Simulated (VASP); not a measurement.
# LaBIr (P4/nmm) in VASP: single point with PBE0

Aim: the single point of LaBIr with PBE0.

All numbers are computed with VASP 6.6.1; they aren't measurements. Logs are shortened: lines on timing, memory, paths and dates and some standing lists are left out, and cuts for length are marked.

## Step 1: The cell of the first run

It takes space group P4/nmm (No. 129, tetragonal). The conventional cell has a = 4.010 Å, b = 4.010 Å, c = 6.740 Å, α = 90.00°, β = 90.00°, γ = 90.00°. Within 3.1 Å of B (site symmetry 4mm) lie 4 Ir at 2.33 Å and 4 La at 3.00 Å. Within 4.1 Å of La (site symmetry 4mm) lie 4 Ir at 2.95 Å and 6 B at 3.00 to 3.40 Å and 8 La at 3.72 to 4.01 Å. Within 3.1 Å of Ir (site symmetry -4m2) lie 4 B at 2.33 Å and 4 Ir at 2.84 Å and 4 La at 2.95 Å.

## Step 2: Single point, PBE0

POSCAR reads:

```
LaBIr
1.0
    4.0096580000      0.0000000000      0.0000000000
    0.0000000000      4.0096580000      0.0000000000
    0.0000000000      0.0000000000      6.7395760000
B La Ir
2 2 2
Direct
    0.2500000000      0.2500000000      0.1750000000
    0.7500000000      0.7500000000      0.8250000000
    0.2500000000      0.2500000000      0.6790000000
    0.7500000000      0.7500000000      0.3210000000
    0.7500000000      0.2500000000      0.0000000000
    0.2500000000      0.7500000000      0.0000000000
```

INCAR.step1 reads:

```
SYSTEM = LaBIr
ALGO = Normal
EDIFF = 1E-5
ENCUT = 520
GGA = PE
ISIF = 2
ISMEAR = 1
LASPH = .TRUE.
LCHARG = .FALSE.
LREAL = .FALSE.
LWAVE = .TRUE.
NBANDS = 32
NELM = 100
PREC = Accurate
SIGMA = 0.0112
```

INCAR.step2 reads:

```
SYSTEM = LaBIr
AEXX = 0.25
ALGO = Normal
EDIFF = 1E-7
ENCUT = 520
GGA = PE
ISIF = 2
ISMEAR = 1
ISTART = 1
LASPH = .TRUE.
LCHARG = .FALSE.
LHFCALC = .TRUE.
LREAL = .FALSE.
LWAVE = .FALSE.
NBANDS = 32
NELM = 100
PREC = Accurate
PRECFOCK = Fast
SIGMA = 0.0112
```

KPOINTS reads:

```
k-points
0
G
  3 3 2
  0 0 0
```

Potentials or basis: VASP PAW PBE potentials, release 64 (B, La, Ir).

Started as:

```sh
> cat potpaw_PBE.64/B/POTCAR potpaw_PBE.64/La/POTCAR potpaw_PBE.64/Ir/POTCAR > POTCAR
> cp INCAR.step1 INCAR
> mpirun -np 1 vasp_std > vasp.out
> cp INCAR.step2 INCAR
> mpirun -np 1 vasp_std > vasp.out
```

OUTCAR:

```text
SYSTEM = LaBIr
   AEXX = 0.25
   EDIFF = 1E-7
   ENCUT = 520
   GGA = PE
   ISIF = 2
   ISMEAR = 1
   ISTART = 1
   LASPH = .TRUE.
   LHFCALC = .TRUE.
   LREAL = .FALSE.
   NELM = 100
   PREC = Accurate
   PRECFOCK = Fast

 ion  position               nearest neighbor table
   1  0.250  0.250  0.175-   5 2.33   6 2.33   6 2.33   5 2.33
   2  0.750  0.750  0.825-   5 2.33   6 2.33   5 2.33   6 2.33
   3  0.250  0.250  0.679-   5 2.95   6 2.95   6 2.95   5 2.95
   4  0.750  0.750  0.321-   5 2.95   6 2.95   5 2.95   6 2.95
   5  0.750  0.250  0.000-   1 2.33   2 2.33   2 2.33   1 2.33   6 2.84   6 2.84   6 2.84   6 2.84
                             4 2.95   3 2.95   4 2.95   3 2.95
   6  0.250  0.750  0.000-   1 2.33   2 2.33   1 2.33   2 2.33   5 2.84   5 2.84   5 2.84   5 2.84
                             4 2.95   4 2.95   3 2.95   3 2.95

  LATTYP: Found a simple tetragonal cell.
 ALAT       =     4.0096580000
 C/A-ratio  =     1.6808356224

  Lattice vectors:

 A1 = (   4.0096580000,   0.0000000000,   0.0000000000)
 A2 = (   0.0000000000,   4.0096580000,   0.0000000000)
 A3 = (   0.0000000000,   0.0000000000,   6.7395760000)

Analysis of symmetry for initial positions (statically):
=====================================================================
 Subroutine PRICEL returns:
 Original cell was already a primitive cell.

 Routine SETGRP: Setting up the symmetry group for a
 simple tetragonal supercell.

 Subroutine GETGRP returns: Found 16 space group operations
 (whereof  4 operations were pure point group operations)
 out of a pool of 16 trial point group operations.

The static configuration has the point symmetry C_2h.
 The point group associated with its full space group is D_4h.

Analysis of symmetry for dynamics (positions and initial velocities):
=====================================================================
 Subroutine PRICEL returns:
 Original cell was already a primitive cell.

 Routine SETGRP: Setting up the symmetry group for a
 simple tetragonal supercell.

 Subroutine GETGRP returns: Found 16 space group operations
 (whereof  4 operations were pure point group operations)
 out of a pool of 16 trial point group operations.

The dynamic configuration has the point symmetry C_2h.
 The point group associated with its full space group is D_4h.

 Subroutine INISYM returns: Found 16 space group operations
 (whereof  4 operations are pure point group operations),
 and found     1 'primitive' translations

----------------------------------------------------------------------------------------

                                     Primitive cell

  volume of cell :     108.3546

  direct lattice vectors                    reciprocal lattice vectors
     4.009658000  0.000000000  0.000000000     0.249397829  0.000000000  0.000000000
     0.000000000  4.009658000  0.000000000     0.000000000  0.249397829  0.000000000
     0.000000000  0.000000000  6.739576000     0.000000000  0.000000000  0.148377287

  length of vectors
     4.009658000  4.009658000  6.739576000     0.249397829  0.249397829  0.148377287

  position of ions in fractional coordinates (direct lattice)
     0.250000000  0.250000000  0.175000000
     0.750000000  0.750000000  0.825000000
     0.250000000  0.250000000  0.679000000
     0.750000000  0.750000000  0.321000000
     0.750000000  0.250000000  0.000000000
     0.250000000  0.750000000  0.000000000

  ion indices of the primitive-cell ions
   primitive index   ion index
                 1           1
                 2           2
                 3           3
                 4           4
                 5           5
                 6           6

----------------------------------------------------------------------------------------

 KPOINTS: k-points

Automatic generation of k-mesh.
 Grid dimensions read from file:
 generate k-points for:    3    3    2

 Generating k-lattice:

  Cartesian coordinates                     Fractional coordinates (reciprocal lattice)
     0.083132610  0.000000000  0.000000000     0.333333333  0.000000000  0.000000000
     0.000000000  0.083132610  0.000000000     0.000000000  0.333333333  0.000000000
     0.000000000  0.000000000  0.074188643     0.000000000  0.000000000  0.500000000

  Length of vectors
     0.083132610  0.083132610  0.074188643

  Shift w.r.t. Gamma in fractional coordinates (k-lattice)
     0.000000000  0.000000000  0.000000000

 Subroutine IBZKPT returns following result:
 ===========================================

 Found      6 irreducible k-points:

 Following reciprocal coordinates:
            Coordinates               Weight
  0.000000  0.000000  0.000000      1.000000
  0.333333  0.000000  0.000000      4.000000
  0.333333  0.333333  0.000000      4.000000
  0.000000  0.000000  0.500000      1.000000
  0.333333  0.000000  0.500000      4.000000
  0.333333  0.333333  0.500000      4.000000
   k-points           NKPTS =      6   k-points in BZ     NKDIM =     18   number of bands    NBANDS=     32
   number of dos      NEDOS =    301   number of ions     NIONS =      6
   total plane-waves  NPLWV =  45000
   dimension x,y,z NGX =    30 NGY =   30 NGZ =   50
   dimension x,y,z NGXF=    60 NGYF=   60 NGZF=  100
   ions per type =               2   2   2
   NGX,Y,Z   is equivalent  to a cutoff of  12.44, 12.44, 12.33 a.u.
   NGXF,Y,Z  is equivalent  to a cutoff of  24.88, 24.88, 24.67 a.u.
 SYSTEM =  LaBIr
   PREC   = accura    normal or accurate (medium, high low for compatibility)
   ISTART =      1    job   : 0-new  1-cont  2-samecut
   ICHARG =      0    charge: 1-file 2-atom 10-const
   ISPIN  =      1    spin polarized calculation?
   LNONCOLLINEAR =      F non collinear calculations
   LSORBIT =      F    spin-orbit coupling
   LASPH  =      T    aspherical Exc in radial PAW
   ENCUT  =  520.0 eV  38.22 Ry    6.18 a.u.   7.46  7.46 12.53*2*pi/ulx,y,z
   NELM   =    100;   NELMIN=  2; NELMDL=  0     # of ELM steps
   EDIFF  = 0.1E-06   stopping-criterion for ELM
   LREAL  =      F    real-space projection
   EDIFFG = 0.1E-05   stopping-criterion for IOM
   NSW    =      0    number of steps for IOM
   IBRION =     -1    ionic relax: 0-MD 1-quasi-New 2-CG
   NFREE  =      0    steps in history (QN), initial steepest desc. (CG)
   ISIF   =      2    stress and relaxation
   ISYM   =      3    0-nonsym 1-usesym 2-fastsym
   POTIM  = 0.5000    time-step for ionic-motion
   TEBEG  =    0.0;   TEEND  =   0.0 temperature during run
   PSTRESS=    0.0 pullay stress
   NELECT =      46.0000    total number of electrons
   NUPDOWN=      -1.0000    fix difference up-down
   EMIN   =  10.00;   EMAX   =-10.00  energy-range for DOS
   EFERMI =   0.00;   METHOD = LEGACY
   ISMEAR =     1;   SIGMA  =   0.01  broadening in eV -4-tet -1-fermi 0-gaus
   EFERMI_NEDOS =   21; number of points for ismear=-14 and -15
   IALGO  =     38    algorithm
   IMIX   =      1    mixing-type and parameters
     AMIX     =   0.40;   BMIX     =  1.00
     AMIX_MAG =   1.60;   BMIX_MAG =  1.00
  volume/ion in A,a.u.               =      18.06       121.87
  Fermi-wavevector in a.u.,A,eV,Ry     =   1.230396  2.325112 20.597522  1.513875
  Thomas-Fermi vector in A             =   2.365247
   LORBIT       =      0    0 simple, 1 ext, 2 COOP (PROOUT), +10 PAW based schemes
   GGA     = PE    functional components
   LHFCALC =     T    Hartree Fock is set to
   PRECFOCK=fast      Normal, Fast or Accurate (Low or Medium for compatibility)
   ENCUT4O =  -1.0   cutoff for four orbital integrals eV
   NKREDX  =     1    reduce k-point grid by
   NKREDY  =     1    reduce k-point grid by
   NKREDZ  =     1    reduce k-point grid by
   AEXX    =    0.2500 exact exchange contribution
   HFSCREEN=    0.0000 screening length (either q_TF or 0.3 A-1)
   HFSCREENC=   0.0000 screening length for correlation (either q_TF or 0.3 A-1)
   ENCUTFOCK=  -1.0 apply spherical cutoff to Coloumb kernel
   IVDW    =     0    specifies the selected vdW correction
   LEPSILON=     F    determine dielectric tensor
   LRPA    =     F    only Hartree local field effects (RPA)
 non-spin polarized calculation
 Methfessel and Paxton  Order N= 1 SIGMA  =   0.01
  energy-cutoff  :      520.00
  volume of cell :      108.35
 maximum number of plane-waves:      2945
 NGX is ok and might be reduce to    30
  NGX = 16; NGY = 16; NGZ = 28

 number of electron      45.9999997 magnetization

 Free energy of the ion-electron system (eV)
  ---------------------------------------------------
  ext. energy  EPLUGINS =         0.00000000
  ---------------------------------------------------
  free energy    TOTEN  =       -51.38058315 eV

  energy without entropy =      -51.38006967  energy(sigma->0) =      -51.38041199

 E-fermi :   9.0114     XC(G=0):  -8.9270

 val. band max:        8.4057409978   @ k =   0.3333   0.0000   0.5000
 cond. band min:       9.0149069660   @ k =   0.3333   0.3333   0.5000
 fundamental gap:      0.6091659682
 Fermi energy:         9.0114176846

 k-point     1 :       0.0000    0.0000    0.0000
  band No.  band energies     occupation
      1     -26.6269      2.00000
      2     -26.4508      2.00000
      3      -9.9259      2.00000
      4      -9.2460      2.00000
      5      -9.2460      2.00000
      6      -9.1518      2.00000
[... 24 lines left out ...]
     31      12.6819      0.00000
     32      13.0320      0.00000

 k-point     2 :       0.3333    0.0000    0.0000
  band No.  band energies     occupation
      1     -26.5544      2.00000
      2     -26.4656      2.00000
      3      -9.8188      2.00000
      4      -9.7781      2.00000
      5      -9.3370      2.00000
      6      -9.1197      2.00000
[... 24 lines left out ...]
     31      13.1550      0.00000
     32      13.1653      0.00000

 k-point     3 :       0.3333    0.3333    0.0000
  band No.  band energies     occupation
      1     -26.5043      2.00000
      2     -26.4595      2.00000
      3      -9.7923      2.00000
      4      -9.7424      2.00000
      5      -9.5027      2.00000
      6      -9.4191      2.00000
[... 24 lines left out ...]
     31      13.6199      0.00000
     32      13.6287      0.00000

 k-point     4 :       0.0000    0.0000    0.5000
  band No.  band energies     occupation
      1     -26.6142      2.00000
      2     -26.4641      2.00000
      3      -9.7047      2.00000
      4      -9.4351      2.00000
      5      -9.2880      2.00000
      6      -9.2880      2.00000
[... 24 lines left out ...]
     31      13.6057      0.00000
     32      13.7036      0.00000

 k-point     5 :       0.3333    0.0000    0.5000
  band No.  band energies     occupation
      1     -26.5480      2.00000
      2     -26.4722      2.00000
      3      -9.9059      2.00000
      4      -9.8281      2.00000
      5      -9.1746      2.00000
      6      -9.1376      2.00000
[... 24 lines left out ...]
     31      13.4221      0.00000
     32      13.6245      0.00000

 k-point     6 :       0.3333    0.3333    0.5000
  band No.  band energies     occupation
      1     -26.5011      2.00000
      2     -26.4629      2.00000
      3      -9.7571      2.00000
      4      -9.6697      2.00000
      5      -9.6409      2.00000
      6      -9.2917      2.00000
[... 24 lines left out ...]
     31      13.5984      0.00000
     32      13.6935      0.00000

------------------------ aborting loop because EDIFF is reached ----------------------------------------

  FORCE on cell =-STRESS in cart. coord.  units (eV):
  Direction    XX          YY          ZZ          XY          YZ          ZX
  --------------------------------------------------------------------------------------
  -------------------------------------------------------------------------------------
  Total       -3.7752114     -3.7752114      3.2565890      0.0000000      0.0000000      0.0000000
  in kB      -55.8219005    -55.8219005     48.1533261      0.0000000      0.0000000      0.0000000
  external PRESSURE =     -21.1634916 kB  Pullay stress =       0.0000000 kB

 VOLUME and BASIS-vectors are now :
 -----------------------------------------------------------------------------
  energy-cutoff  :      520.00
  volume of cell :      108.35
      direct lattice vectors                 reciprocal lattice vectors
     4.009658000  0.000000000  0.000000000     0.249397829  0.000000000  0.000000000
     0.000000000  4.009658000  0.000000000     0.000000000  0.249397829  0.000000000
     0.000000000  0.000000000  6.739576000     0.000000000  0.000000000  0.148377287

 POSITION                                       TOTAL-FORCE (eV/Angst)
 -----------------------------------------------------------------------------------
      1.00241      1.00241      1.17943        -0.000000     -0.000000     -1.314732
      3.00724      3.00724      5.56015        -0.000000      0.000000      1.314732
      1.00241      1.00241      4.57617        -0.000000      0.000000     -0.749572
      3.00724      3.00724      2.16340         0.000000     -0.000000      0.749572
      3.00724      1.00241      0.00000        -0.000000      0.000000     -0.000000
      1.00241      3.00724      0.00000         0.000000     -0.000000      0.000000
 -----------------------------------------------------------------------------------
    total drift:                               -0.000001     -0.000003      0.000002

  FREE ENERGIE OF THE ION-ELECTRON SYSTEM (eV)
  ---------------------------------------------------
  free  energy   TOTEN  =       -51.3805831454 eV

  energy  without entropy=      -51.3800696698  energy(sigma->0) =      -51.38041199
```

Run time: 12 min. Hardware: 1 thread of Intel Xeon Platinum 8375C at 2.90GHz (Ice Lake), shared host; peak memory 0.23 GiB.

What came out:

```yaml
Free_energy: -51.3806 eV
Pressure: -2.1 GPa
Largest_force: 1.315 eV/Å
Band_gap_on_the_k_mesh: zero (bands 23 and 24 overlap by 1.68 eV)
```

Forces on the atoms (eV/Å):
```
B    0.000  0.000 -1.315
B    0.000  0.000  1.315
La   0.000  0.000 -0.750
La   0.000  0.000  0.750
Ir   0.000  0.000  0.000
Ir   0.000  0.000  0.000
```

Caveat: the k points lie up to 0.52 Å⁻¹ apart, too coarse for converged energies and pressures of a metal; the PAW data sets were made with another functional, which shifts forces and pressure a little; spin-orbit coupling is left out, which moves the levels of the heavy elements.
